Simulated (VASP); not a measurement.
# Ge (Im-3m) in VASP: notebook

Ge is run at these levels: RPBE; tasks: single point, relaxation of cell and atoms.

Everything below comes from runs of VASP 6.6.1. Logs are shortened: lines on timing, memory, paths and dates and some standing lists are left out, and cuts for length are marked.

### Step 1. The cell of the first run

It takes space group Im-3m (No. 229, cubic). The conventional cell has a = 3.542 Å, b = 3.542 Å, c = 3.542 Å, α = 90.00°, β = 90.00°, γ = 90.00°. Ge (site symmetry m-3m) has 14 Ge at 3.07 to 3.54 Å within 4.0 Å.

This isn't the form of Ge at room conditions, which is diamond.

### Step 2. Single point, RPBE (22.22 Å³/atom)

INCAR reads:

```
  PREC = Accurate
  ENCUT = 520
  EDIFF = 1E-6
  ISMEAR = -1
  SIGMA = 0.1
  LREAL = F
  LASPH = T
  NELM = 60
  ALGO = Normal
  ISIF = 2
  LWAVE = F
  LCHARG = F
  GGA = RP
  NBANDS = 13
```

KPOINTS reads:

```
regular mesh
0
Gamma
  15 15 15
```

POSCAR reads:

```
Ge
1.0
   -1.7709090748      1.7709090748      1.7709090748
    1.7709090748     -1.7709090748      1.7709090748
    1.7709090748      1.7709090748     -1.7709090748
Ge
1
Direct
    0.0000000000      0.0000000000      0.0000000000
```

Potentials or basis: VASP PAW PBE potentials, release 64 (Ge_d).

The run is started by

```bash
cat potpaw_PBE.64/Ge_d/POTCAR > POTCAR
mpirun -np 1 vasp_std > vasp.out
```

OUTCAR:

```text
PREC = Accurate
   ENCUT = 520
   EDIFF = 1E-6
   ISMEAR = -1
   LREAL = F
   LASPH = T
   NELM = 60
   ISIF = 2
   GGA = RP

 ion  position               nearest neighbor table
   1  0.000  0.000  0.000-

  LATTYP: Found a body centered cubic cell.
 ALAT       =     3.5418181496

  Lattice vectors:

 A1 = (  -1.7709090748,   1.7709090748,   1.7709090748)
 A2 = (   1.7709090748,  -1.7709090748,   1.7709090748)
 A3 = (   1.7709090748,   1.7709090748,  -1.7709090748)

Analysis of symmetry for initial positions (statically):
=====================================================================
 Subroutine PRICEL returns:
 Original cell was already a primitive cell.

 Routine SETGRP: Setting up the symmetry group for a
 body centered cubic supercell.

 Subroutine GETGRP returns: Found 48 space group operations
 (whereof 48 operations were pure point group operations)
 out of a pool of 48 trial point group operations.

The static configuration has the point symmetry O_h .

Analysis of symmetry for dynamics (positions and initial velocities):
=====================================================================
 Subroutine PRICEL returns:
 Original cell was already a primitive cell.

 Routine SETGRP: Setting up the symmetry group for a
 body centered cubic supercell.

 Subroutine GETGRP returns: Found 48 space group operations
 (whereof 48 operations were pure point group operations)
 out of a pool of 48 trial point group operations.

The dynamic configuration has the point symmetry O_h .

 Subroutine INISYM returns: Found 48 space group operations
 (whereof 48 operations are pure point group operations),
 and found     1 'primitive' translations

----------------------------------------------------------------------------------------

                                     Primitive cell

  volume of cell :      22.2151

  direct lattice vectors                    reciprocal lattice vectors
    -1.770909075  1.770909075  1.770909075     0.000000000  0.282340865  0.282340865
     1.770909075 -1.770909075  1.770909075     0.282340865  0.000000000  0.282340865
     1.770909075  1.770909075 -1.770909075     0.282340865  0.282340865  0.000000000

  length of vectors
     3.067304493  3.067304493  3.067304493     0.399290280  0.399290280  0.399290280

  position of ions in fractional coordinates (direct lattice)
     0.000000000  0.000000000  0.000000000

  ion indices of the primitive-cell ions
   primitive index   ion index
                 1           1

----------------------------------------------------------------------------------------

 KPOINTS: regular mesh

Automatic generation of k-mesh.
 Grid dimensions read from file:
 generate k-points for:   15   15   15

 Generating k-lattice:

  Cartesian coordinates                     Fractional coordinates (reciprocal lattice)
     0.000000000  0.018822724  0.018822724     0.066666667  0.000000000  0.000000000
     0.018822724  0.000000000  0.018822724     0.000000000  0.066666667  0.000000000
     0.018822724  0.018822724  0.000000000     0.000000000  0.000000000  0.066666667

  Length of vectors
     0.026619352  0.026619352  0.026619352

  Shift w.r.t. Gamma in fractional coordinates (k-lattice)
     0.000000000  0.000000000  0.000000000

 Subroutine IBZKPT returns following result:
 ===========================================

 Found    120 irreducible k-points:

 Following reciprocal coordinates:
            Coordinates               Weight
  0.000000  0.000000  0.000000      1.000000
  0.066667  0.000000  0.000000     12.000000
  0.133333  0.000000  0.000000     12.000000
  0.200000  0.000000  0.000000     12.000000
  0.266667  0.000000  0.000000     12.000000
  0.333333  0.000000  0.000000     12.000000
[... 16 lines left out ...]
  0.333333  0.200000  0.000000     48.000000
  0.400000  0.200000  0.000000     24.000000
 [... further k-points ...]
   k-points           NKPTS =    120   k-points in BZ     NKDIM =    120   number of bands    NBANDS=     13
   number of dos      NEDOS =    301   number of ions     NIONS =      1
   total plane-waves  NPLWV =  13824
   dimension x,y,z NGX =    24 NGY =   24 NGZ =   24
   dimension x,y,z NGXF=    48 NGYF=   48 NGZF=   48
   ions per type =               1
   NGX,Y,Z   is equivalent  to a cutoff of  13.01, 13.01, 13.01 a.u.
   NGXF,Y,Z  is equivalent  to a cutoff of  26.02, 26.02, 26.02 a.u.
 SYSTEM =  unknown system
   PREC   = accura    normal or accurate (medium, high low for compatibility)
   ISTART =      0    job   : 0-new  1-cont  2-samecut
   ICHARG =      2    charge: 1-file 2-atom 10-const
   ISPIN  =      1    spin polarized calculation?
   LNONCOLLINEAR =      F non collinear calculations
   LSORBIT =      F    spin-orbit coupling
   LASPH  =      T    aspherical Exc in radial PAW
   ENCUT  =  520.0 eV  38.22 Ry    6.18 a.u.   5.70  5.70  5.70*2*pi/ulx,y,z
   NELM   =     60;   NELMIN=  2; NELMDL= -5     # of ELM steps
   EDIFF  = 0.1E-05   stopping-criterion for ELM
   LREAL  =      F    real-space projection
   EDIFFG = 0.1E-04   stopping-criterion for IOM
   NSW    =      0    number of steps for IOM
   IBRION =     -1    ionic relax: 0-MD 1-quasi-New 2-CG
   NFREE  =      0    steps in history (QN), initial steepest desc. (CG)
   ISIF   =      2    stress and relaxation
   ISYM   =      2    0-nonsym 1-usesym 2-fastsym
   POTIM  = 0.5000    time-step for ionic-motion
   TEBEG  =    0.0;   TEEND  =   0.0 temperature during run
   PSTRESS=    0.0 pullay stress
   NELECT =      14.0000    total number of electrons
   NUPDOWN=      -1.0000    fix difference up-down
   EMIN   =  10.00;   EMAX   =-10.00  energy-range for DOS
   EFERMI =   0.00;   METHOD = LEGACY
   ISMEAR =    -1;   SIGMA  =   0.10  broadening in eV -4-tet -1-fermi 0-gaus
   EFERMI_NEDOS =   21; number of points for ismear=-14 and -15
   IALGO  =     38    algorithm
   IMIX   =      4    mixing-type and parameters
     AMIX     =   0.40;   BMIX     =  1.00
     AMIX_MAG =   1.60;   BMIX_MAG =  1.00
  volume/ion in A,a.u.               =      22.22       149.92
  Fermi-wavevector in a.u.,A,eV,Ry     =   1.403572  2.652366 26.803659  1.970013
  Thomas-Fermi vector in A             =   2.526220
   LORBIT       =      0    0 simple, 1 ext, 2 COOP (PROOUT), +10 PAW based schemes
   GGA     = RP    functional components
   LHFCALC =     F    Hartree Fock is set to
   AEXX    =    0.0000 exact exchange contribution
   IVDW    =     0    specifies the selected vdW correction
   LEPSILON=     F    determine dielectric tensor
   LRPA    =     F    only Hartree local field effects (RPA)
 non-spin polarized calculation
  energy-cutoff  :      520.00
  volume of cell :       22.22
 maximum number of plane-waves:       610
   NGX = 11   NGY = 11   NGZ = 11

 number of electron      13.9999998 magnetization

 Free energy of the ion-electron system (eV)
  ---------------------------------------------------
  ext. energy  EPLUGINS =         0.00000000
  ---------------------------------------------------
  free energy    TOTEN  =        -3.77729057 eV

  energy without entropy =       -3.75587188  energy(sigma->0) =       -3.76658122

 E-fermi :   5.2691     XC(G=0): -10.4051

 val. band max:        5.2168512236   @ k =  -0.4667   0.4667   0.4000
 cond. band min:       5.3009975911   @ k =  -0.4000   0.4667   0.2667
 fundamental gap:      0.0841463675
 Fermi energy:         5.2691176559

 k-point     1 :       0.0000    0.0000    0.0000
  band No.  band energies     occupation
      1     -19.5379      2.00000
      2     -19.5379      2.00000
      3     -19.5379      2.00000
      4     -19.4860      2.00000
      5     -19.4860      2.00000
      6      -6.6264      2.00000
      7      12.9071      0.00000
      8      12.9071      0.00000
      9      12.9071      0.00000
     10      18.9915      0.00000
     11      18.9915      0.00000
     12      18.9915      0.00000
     13      20.2391      0.00000

 k-point     2 :       0.0667    0.0000    0.0000
  band No.  band energies     occupation
      1     -19.5387      2.00000
      2     -19.5368      2.00000
      3     -19.5344      2.00000
      4     -19.4868      2.00000
      5     -19.4861      2.00000
      6      -6.5239      2.00000
      7      12.1306      0.00000
      8      12.5785      0.00000
      9      12.8274      0.00000
     10      18.3386      0.00000
     11      18.3884      0.00000
     12      19.5197      0.00000
     13      20.1959      0.00000

 k-point     3 :       0.1333    0.0000    0.0000
  band No.  band energies     occupation
      1     -19.5407      2.00000
      2     -19.5338      2.00000
      3     -19.5243      2.00000
      4     -19.4890      2.00000
      5     -19.4864      2.00000
      6      -6.2168      2.00000
      7      10.3604      0.00000
      8      11.8339      0.00000
      9      12.5998      0.00000
     10      17.0757      0.00000
     11      17.3027      0.00000
     12      19.8996      0.00000
     13      20.3413      0.00000
[... 305 lines left out ...]
 k-point    23 :       0.3333    0.2000    0.0000
  band No.  band energies     occupation
      1     -19.5444      2.00000
      2     -19.5189      2.00000
      3     -19.4934      2.00000
      4     -19.4901      2.00000
      5     -19.4674      2.00000
      6      -2.0089      2.00000
      7       2.2348      2.00000
      8       5.5714      0.09278
      9       9.8976      0.00000
     10      15.6603      0.00000
     11      18.3799      0.00000
     12      21.0302      0.00000
     13      22.5600      0.00000

 k-point    24 :       0.4000    0.2000    0.0000
  band No.  band energies     occupation
      1     -19.5447      2.00000
      2     -19.5183      2.00000
      3     -19.4939      2.00000
      4     -19.4886      2.00000
      5     -19.4664      2.00000
      6      -1.4696      2.00000
      7       1.5491      2.00000
      8       5.4203      0.36131
      9       9.8151      0.00000
     10      15.5945      0.00000
     11      18.7179      0.00000
     12      21.3635      0.00000
     13      21.6632      0.00000

 [... further k-points ...]

------------------------ aborting loop because EDIFF is reached ----------------------------------------

  FORCE on cell =-STRESS in cart. coord.  units (eV):
  Direction    XX          YY          ZZ          XY          YZ          ZX
  --------------------------------------------------------------------------------------
  -------------------------------------------------------------------------------------
  Total       -0.7554814     -0.7554814     -0.7554814     -0.0000000      0.0000000      0.0000000
  in kB      -54.4860821    -54.4860821    -54.4860821     -0.0000000      0.0000000      0.0000000
  external PRESSURE =     -54.4860821 kB  Pullay stress =       0.0000000 kB

 VOLUME and BASIS-vectors are now :
 -----------------------------------------------------------------------------
  energy-cutoff  :      520.00
  volume of cell :       22.22
      direct lattice vectors                 reciprocal lattice vectors
    -1.770909075  1.770909075  1.770909075     0.000000000  0.282340865  0.282340865
     1.770909075 -1.770909075  1.770909075     0.282340865  0.000000000  0.282340865
     1.770909075  1.770909075 -1.770909075     0.282340865  0.282340865  0.000000000

 POSITION                                       TOTAL-FORCE (eV/Angst)
 -----------------------------------------------------------------------------------
      0.00000      0.00000      0.00000         0.000000      0.000000      0.000000
 -----------------------------------------------------------------------------------
    total drift:                                0.000000      0.000000      0.000000

  FREE ENERGIE OF THE ION-ELECTRON SYSTEM (eV)
  ---------------------------------------------------
  free  energy   TOTEN  =        -3.7772905654 eV

  energy  without entropy=       -3.7558718804  energy(sigma->0) =       -3.76658122
```

Run time: 29 s. Hardware: 1 thread of Intel Xeon 8259CL, shared host; peak memory 0.16 GiB.

What came out:

```yaml
Free_energy: -3.7773 eV
Pressure: -5.4 GPa
Band_gap_on_the_k_mesh: zero (bands 7 and 8 overlap by 10.08 eV)
```

Levels at points of the mesh, in eV from the Fermi level:
| k point | band 5 | band 6 | band 7 | band 8 | band 9 | band 10 |
| --- | --- | --- | --- | --- | --- | --- |
| (0.00, 0.00, 0.00) | -24.76 | -11.90 | 7.64 | 7.64 | 7.64 | 13.72 |

Caveat: the cell stands under tension; the PAW data sets were made with another functional, which shifts forces and pressure a little.

### Step 3. Relaxation of cell and atoms, RPBE

This run uses another cell than the first one, of 19.24 Å³/atom.

INCAR reads:

```
SYSTEM = Ge
PREC     = Accurate       ! precision mode
ENCUT    = 600            ! plane-wave cutoff, eV
EDIFF    = 1E-6           ! SCF threshold, eV
ISMEAR   = -1             ! smearing method
SIGMA    = 0.1            ! smearing width, eV
LREAL    = .FALSE.        ! projectors in reciprocal space
LASPH    = .TRUE.         ! aspherical terms in the spheres
NELM     = 60             ! most SCF steps
ALGO     = Normal         ! electronic algorithm
ISIF     = 3              ! what is computed and relaxed
LWAVE    = .FALSE.        ! write WAVECAR
LCHARG   = .FALSE.        ! write CHGCAR
GGA      = RP             ! functional
IBRION   = 2              ! ionic algorithm
NSW      = 80             ! ionic steps
EDIFFG   = -0.01          ! ionic threshold
```

KPOINTS reads:

```
regular mesh
0
G
  13 13 13
  0 0 0
```

POSCAR reads:

```
Ge
1.0
   -1.6879910177      1.6879910177      1.6879910177
    1.6879910177     -1.6879910177      1.6879910177
    1.6879910177      1.6879910177     -1.6879910177
Ge
1
Direct
    0.0000000000      0.0000000000      0.0000000000
```

Potentials or basis: VASP PAW PBE potentials, release 64 (Ge_d).

The run is started by

```bash
cat potpaw_PBE.64/Ge_d/POTCAR > POTCAR
mpirun -np 1 vasp_std > vasp.out
```

Run time: 56 s. Hardware: 1 thread of Intel Xeon 8259CL, shared host; peak memory 0.15 GiB.

It converged, with:

```
Free energy                           : -3.8248 eV
Relaxed volume                        : 19.82 Å³/atom
Relaxed cell                          : a = 2.953 Å, b = 2.953 Å, c = 2.953 Å, α = 109.47°, β = 109.47°, γ = 109.47°
Space group after relaxing (to 0.1 Å) : Im-3m (No. 229)
Energy gained by relaxing             : 3.6 meV/atom
Ionic steps                           : 6
Pressure after relaxing               : 0.1 GPa
Band gap on the k mesh                : zero (bands 7 and 8 overlap by 11.44 eV)
```

The path:
```csv
step,energy change (eV),largest force (eV/Å),pressure (GPa),volume (Å³)
1,0.0000,0.0000,1.85,19.24
2,-0.0036,0.0000,0.14,19.86
3,-0.0036,0.0000,-0.23,19.93
4,-0.0036,0.0000,-0.12,19.89
5,-0.0036,0.0000,-0.16,19.88
6,-0.0036,0.0000,0.07,19.82
```

Final structure:
```
Ge
1.0
    -1.70482    1.70482    1.70482
     1.70482   -1.70482    1.70482
     1.70482    1.70482   -1.70482
Ge
1
Direct
  0.00000 0.00000 0.00000
```

Levels at points of the mesh, in eV from the Fermi level:
```
           k point  band 3  band 4  band 5  band 6  band 7  band 8  band 9  band 10  band 11
(0.00, 0.00, 0.00)  -24.78  -24.70  -24.70  -12.72    8.75    8.75    8.75    14.55    14.55
```

Caveat: the PAW data sets were made with another functional, which shifts forces and pressure a little.
